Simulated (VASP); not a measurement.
# Sb (Fm-3m) in VASP: a series of runs

The runs below take Sb through electric field gradients, density of states, with PBEsol.

Everything below comes from runs of VASP 6.6.1. Logs are shortened: lines on timing, memory, paths and dates and some standing lists are left out, and cuts for length are marked.

### Step 1. The cell of the first run

It takes space group Fm-3m (No. 225, cubic). The conventional cell has a = 4.641 Å, b = 4.641 Å, c = 4.641 Å, α = 90.00°, β = 90.00°, γ = 90.00°. Within 4.3 Å of Sb (site symmetry m-3m) lie 12 Sb at 3.28 Å.

### Step 2. Electric field gradients, PBEsol (volume scaled by 1.02)

Input file INCAR:

```
PREC = Accurate
ENCUT = 520
EDIFF = 1E-8
ISMEAR = -1
SIGMA = 0.03
LREAL = F
LASPH = T
NELM = 100
ALGO = Normal
ISIF = 2
LWAVE = F
LCHARG = F
GGA = PS
LEFG = T
NBANDS = 8
```

Input file KPOINTS:

```
regular mesh
0
Gamma
  14 14 14
```

Input file POSCAR:

```
Sb
1.0
    0.0000000000      2.3202653455      2.3202653455
    2.3202653455      0.0000000000      2.3202653455
    2.3202653455      2.3202653455      0.0000000000
Sb
1
Direct
    0.0000000000      0.0000000000      0.0000000000
```

Potentials or basis: VASP PAW PBE potentials, release 64 (Sb).

Started as:

```console
$ cat potpaw_PBE.64/Sb/POTCAR > POTCAR
$ mpirun -np 1 vasp_std > vasp.out
```

OUTCAR:

```text
PREC = Accurate
   ENCUT = 520
   EDIFF = 1E-8
   ISMEAR = -1
   LREAL = F
   LASPH = T
   NELM = 100
   ISIF = 2
   GGA = PS

 ion  position               nearest neighbor table
   1  0.000  0.000  0.000-

  LATTYP: Found a face centered cubic cell.
 ALAT       =     4.6405306910

  Lattice vectors:

 A1 = (   0.0000000000,   2.3202653455,   2.3202653455)
 A2 = (   2.3202653455,   0.0000000000,   2.3202653455)
 A3 = (   2.3202653455,   2.3202653455,   0.0000000000)

Analysis of symmetry for initial positions (statically):
=====================================================================
 Subroutine PRICEL returns:
 Original cell was already a primitive cell.

 Routine SETGRP: Setting up the symmetry group for a
 face centered cubic supercell.

 Subroutine GETGRP returns: Found 48 space group operations
 (whereof 48 operations were pure point group operations)
 out of a pool of 48 trial point group operations.

The static configuration has the point symmetry O_h .

Analysis of symmetry for dynamics (positions and initial velocities):
=====================================================================
 Subroutine PRICEL returns:
 Original cell was already a primitive cell.

 Routine SETGRP: Setting up the symmetry group for a
 face centered cubic supercell.

 Subroutine GETGRP returns: Found 48 space group operations
 (whereof 48 operations were pure point group operations)
 out of a pool of 48 trial point group operations.

The dynamic configuration has the point symmetry O_h .

 Subroutine INISYM returns: Found 48 space group operations
 (whereof 48 operations are pure point group operations),
 and found     1 'primitive' translations

----------------------------------------------------------------------------------------

                                     Primitive cell

  volume of cell :      24.9829

  direct lattice vectors                    reciprocal lattice vectors
     0.000000000  2.320265346  2.320265346    -0.215492595  0.215492595  0.215492595
     2.320265346  0.000000000  2.320265346     0.215492595 -0.215492595  0.215492595
     2.320265346  2.320265346  0.000000000     0.215492595  0.215492595 -0.215492595

  length of vectors
     3.281350720  3.281350720  3.281350720     0.373244123  0.373244123  0.373244123

  position of ions in fractional coordinates (direct lattice)
     0.000000000  0.000000000  0.000000000

  ion indices of the primitive-cell ions
   primitive index   ion index
                 1           1

----------------------------------------------------------------------------------------

 KPOINTS: regular mesh

Automatic generation of k-mesh.
 Grid dimensions read from file:
 generate k-points for:   14   14   14

 Generating k-lattice:

  Cartesian coordinates                     Fractional coordinates (reciprocal lattice)
    -0.015392328  0.015392328  0.015392328     0.071428571  0.000000000  0.000000000
     0.015392328 -0.015392328  0.015392328     0.000000000  0.071428571  0.000000000
     0.015392328  0.015392328 -0.015392328     0.000000000  0.000000000  0.071428571

  Length of vectors
     0.026660294  0.026660294  0.026660294

  Shift w.r.t. Gamma in fractional coordinates (k-lattice)
     0.000000000  0.000000000  0.000000000

 Subroutine IBZKPT returns following result:
 ===========================================

 Found    104 irreducible k-points:

 Following reciprocal coordinates:
            Coordinates               Weight
  0.000000  0.000000  0.000000      1.000000
  0.071429  0.000000  0.000000      8.000000
  0.142857  0.000000  0.000000      8.000000
  0.214286  0.000000  0.000000      8.000000
  0.285714  0.000000  0.000000      8.000000
  0.357143  0.000000  0.000000      8.000000
[... 16 lines left out ...]
  0.214286  0.142857  0.000000     24.000000
  0.285714  0.142857  0.000000     24.000000
 [... further k-points ...]
   k-points           NKPTS =    104   k-points in BZ     NKDIM =    104   number of bands    NBANDS=      8
   number of dos      NEDOS =    301   number of ions     NIONS =      1
   total plane-waves  NPLWV =  13824
   dimension x,y,z NGX =    24 NGY =   24 NGZ =   24
   dimension x,y,z NGXF=    48 NGYF=   48 NGZF=   48
   ions per type =               1
   NGX,Y,Z   is equivalent  to a cutoff of  12.16, 12.16, 12.16 a.u.
   NGXF,Y,Z  is equivalent  to a cutoff of  24.32, 24.32, 24.32 a.u.
 SYSTEM =  unknown system
   PREC   = accura    normal or accurate (medium, high low for compatibility)
   ISTART =      0    job   : 0-new  1-cont  2-samecut
   ICHARG =      2    charge: 1-file 2-atom 10-const
   ISPIN  =      1    spin polarized calculation?
   LNONCOLLINEAR =      F non collinear calculations
   LSORBIT =      F    spin-orbit coupling
   LASPH  =      T    aspherical Exc in radial PAW
   ENCUT  =  520.0 eV  38.22 Ry    6.18 a.u.   6.10  6.10  6.10*2*pi/ulx,y,z
   NELM   =    100;   NELMIN=  2; NELMDL= -5     # of ELM steps
   EDIFF  = 0.1E-07   stopping-criterion for ELM
   LREAL  =      F    real-space projection
   EDIFFG = 0.1E-06   stopping-criterion for IOM
   NSW    =      0    number of steps for IOM
   IBRION =     -1    ionic relax: 0-MD 1-quasi-New 2-CG
   NFREE  =      0    steps in history (QN), initial steepest desc. (CG)
   ISIF   =      2    stress and relaxation
   ISYM   =      2    0-nonsym 1-usesym 2-fastsym
   POTIM  = 0.5000    time-step for ionic-motion
   TEBEG  =    0.0;   TEEND  =   0.0 temperature during run
   PSTRESS=    0.0 pullay stress
   NELECT =       5.0000    total number of electrons
   NUPDOWN=      -1.0000    fix difference up-down
   EMIN   =  10.00;   EMAX   =-10.00  energy-range for DOS
   EFERMI =   0.00;   METHOD = LEGACY
   ISMEAR =    -1;   SIGMA  =   0.03  broadening in eV -4-tet -1-fermi 0-gaus
   EFERMI_NEDOS =   21; number of points for ismear=-14 and -15
   IALGO  =     38    algorithm
   IMIX   =      4    mixing-type and parameters
     AMIX     =   0.40;   BMIX     =  1.00
     AMIX_MAG =   1.60;   BMIX_MAG =  1.00
  volume/ion in A,a.u.               =      24.98       168.59
  Fermi-wavevector in a.u.,A,eV,Ry     =   0.957599  1.809600 12.476495  0.916997
  Thomas-Fermi vector in A             =   2.086632
   LORBIT       =      0    0 simple, 1 ext, 2 COOP (PROOUT), +10 PAW based schemes
   GGA     = PS    functional components
   LHFCALC =     F    Hartree Fock is set to
   AEXX    =    0.0000 exact exchange contribution
   IVDW    =     0    specifies the selected vdW correction
   LEPSILON=     F    determine dielectric tensor
   LRPA    =     F    only Hartree local field effects (RPA)
 non-spin polarized calculation
  energy-cutoff  :      520.00
  volume of cell :       24.98
 maximum number of plane-waves:       692
   NGX = 13   NGY = 13   NGZ = 13

 number of electron       5.0000000 magnetization

 Free energy of the ion-electron system (eV)
  ---------------------------------------------------
  ext. energy  EPLUGINS =         0.00000000
  ---------------------------------------------------
  free energy    TOTEN  =        -4.27900839 eV

  energy without entropy =       -4.27592341  energy(sigma->0) =       -4.27746590

 E-fermi :   9.4189     XC(G=0): -10.6618

 val. band max:        9.4157605116   @ k =   0.5000   0.4286   0.0714
 cond. band min:       9.4832024781   @ k =   0.4286   0.3571   0.0000
 fundamental gap:      0.0674419664
 Fermi energy:         9.4188607232

 k-point     1 :       0.0000    0.0000    0.0000
  band No.  band energies     occupation
      1      -4.1662      2.00000
      2      15.2669      0.00000
      3      15.2669      0.00000
      4      15.2669      0.00000
      5      19.6268      0.00000
      6      19.6293      0.00000
      7      19.6293      0.00000
      8      19.6293      0.00000

 k-point     2 :       0.0714    0.0000    0.0000
  band No.  band energies     occupation
      1      -4.0577      2.00000
      2      14.1880      0.00000
      3      15.1093      0.00000
      4      15.1093      0.00000
      5      18.6780      0.00000
      6      19.8806      0.00000
      7      19.8806      0.00000
      8      21.3149      0.00000

 k-point     3 :       0.1429    0.0000    0.0000
  band No.  band energies     occupation
      1      -3.7330      2.00000
      2      12.0299      0.00000
      3      14.7370      0.00000
      4      14.7370      0.00000
      5      18.2457      0.00000
      6      20.4158      0.00000
      7      20.4158      0.00000
      8      22.2991      0.00000
[... 210 lines left out ...]
 k-point    23 :       0.2143    0.1429    0.0000
  band No.  band energies     occupation
      1      -3.1925      2.00000
      2      11.3638      0.00000
      3      12.8431      0.00000
      4      13.3628      0.00000
      5      16.7731      0.00000
      6      18.2950      0.00000
      7      22.1495      0.00000
      8      22.6326      0.00000

 k-point    24 :       0.2857    0.1429    0.0000
  band No.  band energies     occupation
      1      -2.5871      2.00000
      2       9.1890      1.99906
      3      12.4245      0.00000
      4      12.8459      0.00000
      5      16.7447      0.00000
      6      18.4709      0.00000
      7      21.9782      0.00000
      8      22.2959      0.00000

 [... further k-points ...]
[... 5 lines left out ...]
  --------------------------------------------------------------------------------------
  -------------------------------------------------------------------------------------
  Total        0.5291687      0.5291687      0.5291687     -0.0000000      0.0000000      0.0000000
  in kB       33.9360862     33.9360862     33.9360862     -0.0000000      0.0000000      0.0000000
  external PRESSURE =      33.9360862 kB  Pullay stress =       0.0000000 kB

 VOLUME and BASIS-vectors are now :
 -----------------------------------------------------------------------------
  energy-cutoff  :      520.00
  volume of cell :       24.98
      direct lattice vectors                 reciprocal lattice vectors
     0.000000000  2.320265346  2.320265346    -0.215492595  0.215492595  0.215492595
     2.320265346  0.000000000  2.320265346     0.215492595 -0.215492595  0.215492595
     2.320265346  2.320265346  0.000000000     0.215492595  0.215492595 -0.215492595

 POSITION                                       TOTAL-FORCE (eV/Angst)
 -----------------------------------------------------------------------------------
      0.00000      0.00000      0.00000        -0.000000     -0.000000      0.000000
 -----------------------------------------------------------------------------------
    total drift:                               -0.000000      0.000000      0.000000

  FREE ENERGIE OF THE ION-ELECTRON SYSTEM (eV)
  ---------------------------------------------------
  free  energy   TOTEN  =        -4.2790083886 eV

  energy  without entropy=       -4.2759234078  energy(sigma->0) =       -4.27746590

 Electric field gradients (V/A^2)
---------------------------------------------------------------------
 ion       V_xx      V_yy      V_zz      V_xy      V_xz      V_yz
---------------------------------------------------------------------
   1      -0.000     0.000    -0.000    -0.000    -0.000    -0.000
---------------------------------------------------------------------

 Electric field gradients after diagonalization (V/A^2)
 (convention: |V_zz| > |V_xx| > |V_yy|)
----------------------------------------------------------------------
 ion       V_xx      V_yy      V_zz     asymmetry (V_yy - V_xx)/ V_zz
----------------------------------------------------------------------
   1       0.000     0.000    -0.000       0.000
----------------------------------------------------------------------

           NMR quadrupolar parameters

 Cq : quadrupolar parameter    Cq=e*Q*V_zz/h
 eta: asymmetry parameters     (V_yy - V_xx)/ V_zz
 Q  : nuclear electric quadrupole moment in mb (millibarn)
----------------------------------------------------------------------
 ion       Cq(MHz)       eta       Q (mb)
----------------------------------------------------------------------
   1      -0.000       0.000       1.000
----------------------------------------------------------------------
```

Wall time 5.4 s (1 thread of Intel Xeon 6975P-C (Granite Rapids), shared host); peak memory 0.15 GiB.

What came out:

```
Free energy : -4.2790 eV
Pressure    : 3.4 GPa
```

Caveat: without QUAD_EFG the Cq values of the log hold for a quadrupole moment of 1 mb, not for the nuclei; the PAW data sets were made with another functional, which shifts forces and pressure a little; spin-orbit coupling is left out, which moves the levels of the heavy elements.

### Step 3. Electric field gradients, PBEsol (volume scaled by 1.06)

Input file INCAR:

```
SYSTEM = Sb
ALGO = Normal ; EDIFF = 1E-8
ENCUT = 520 ; GGA = PS
ISIF = 2 ; ISMEAR = -1
LASPH = .TRUE. ; LCHARG = .FALSE.
LEFG = .TRUE. ; LREAL = .FALSE.
LWAVE = .FALSE. ; NBANDS = 8
NELM = 60 ; PREC = Accurate
SIGMA = 0.03
```

Input file KPOINTS:

```
k-points
0
G
  14 14 14
  0 0 0
```

Input file POSCAR:

```
Sb
1.0
    0.0000000000      2.3502075557      2.3502075557
    2.3502075557      0.0000000000      2.3502075557
    2.3502075557      2.3502075557      0.0000000000
Sb
1
Direct
    0.0000000000      0.0000000000      0.0000000000
```

Potentials or basis: VASP PAW PBE potentials, release 64 (Sb).

Started as:

```console
$ cat potpaw_PBE.64/Sb/POTCAR > POTCAR
$ mpirun -np 1 vasp_std > vasp.out
```

OUTCAR:

```text
SYSTEM = Sb
   EDIFF = 1E-8
   ENCUT = 520
   GGA = PS
   ISIF = 2
   ISMEAR = -1
   LASPH = .TRUE.
   LREAL = .FALSE.
   NELM = 60
   PREC = Accurate

 ion  position               nearest neighbor table
   1  0.000  0.000  0.000-

  LATTYP: Found a face centered cubic cell.
 ALAT       =     4.7004151114

  Lattice vectors:

 A1 = (   0.0000000000,   2.3502075557,   2.3502075557)
 A2 = (   2.3502075557,   0.0000000000,   2.3502075557)
 A3 = (   2.3502075557,   2.3502075557,   0.0000000000)

[... 468 lines left out ...]
    total drift:                                0.000000      0.000000      0.000000

  FREE ENERGIE OF THE ION-ELECTRON SYSTEM (eV)
  ---------------------------------------------------
  free  energy   TOTEN  =        -4.2904875026 eV

  energy  without entropy=       -4.2869571375  energy(sigma->0) =       -4.28872232

 Electric field gradients (V/A^2)
---------------------------------------------------------------------
 ion       V_xx      V_yy      V_zz      V_xy      V_xz      V_yz
---------------------------------------------------------------------
   1      -0.000     0.000    -0.000     0.000     0.000     0.000
---------------------------------------------------------------------

 Electric field gradients after diagonalization (V/A^2)
 (convention: |V_zz| > |V_xx| > |V_yy|)
----------------------------------------------------------------------
 ion       V_xx      V_yy      V_zz     asymmetry (V_yy - V_xx)/ V_zz
----------------------------------------------------------------------
   1      -0.000    -0.000     0.000       0.000
----------------------------------------------------------------------

           NMR quadrupolar parameters

 Cq : quadrupolar parameter    Cq=e*Q*V_zz/h
 eta: asymmetry parameters     (V_yy - V_xx)/ V_zz
 Q  : nuclear electric quadrupole moment in mb (millibarn)
----------------------------------------------------------------------
 ion       Cq(MHz)       eta       Q (mb)
----------------------------------------------------------------------
   1       0.000       0.000       1.000
----------------------------------------------------------------------
```

stdout:

```text
POSCAR found type information on POSCAR Sb
 POSCAR found :  1 types and       1 ions
 scaLAPACK will be used
 -----------------------------------------------------------------------------
|                                                                             |
|                                                                             |
|     You enforced a specific xc type in the INCAR file but a different       |
|     I HOPE YOU KNOW WHAT YOU ARE DOING!                                     |
|                                                                             |
 -----------------------------------------------------------------------------

 LDA part: xc-table for (Slater+PW92), standard interpolation
 POSCAR, INCAR and KPOINTS ok, starting setup
 FFT: planning ... GRIDC
 FFT: planning ... GRID_SOFT
 FFT: planning ... GRID
 WAVECAR not read
 entering main loop
ion   1
```

Wall time 10 s (1 thread of Intel Xeon 6975P-C (Granite Rapids), shared host); peak memory 0.16 GiB.

What came out:

* Free energy: -4.2905 eV
* Pressure: 0.5 GPa

Levels at points of the mesh, in eV from the Fermi level:
| k point | band 1 | band 2 | band 3 | band 4 | band 5 |
| --- | --- | --- | --- | --- | --- |
| (0.00, 0.00, 0.00) | -13.27 | 5.54 | 5.54 | 5.54 | 10.07 |
| (0.50, 0.00, 0.00) | -9.31 | -6.11 | 3.76 | 3.76 | 8.38 |
| (0.50, 0.50, 0.00) | -7.58 | -5.17 | 0.34 | 0.34 | 4.12 |

Caveat: without QUAD_EFG the Cq values of the log hold for a quadrupole moment of 1 mb, not for the nuclei; the PAW data sets were made with another functional, which shifts forces and pressure a little; spin-orbit coupling is left out, which moves the levels of the heavy elements.

[end of part 1 of 2]
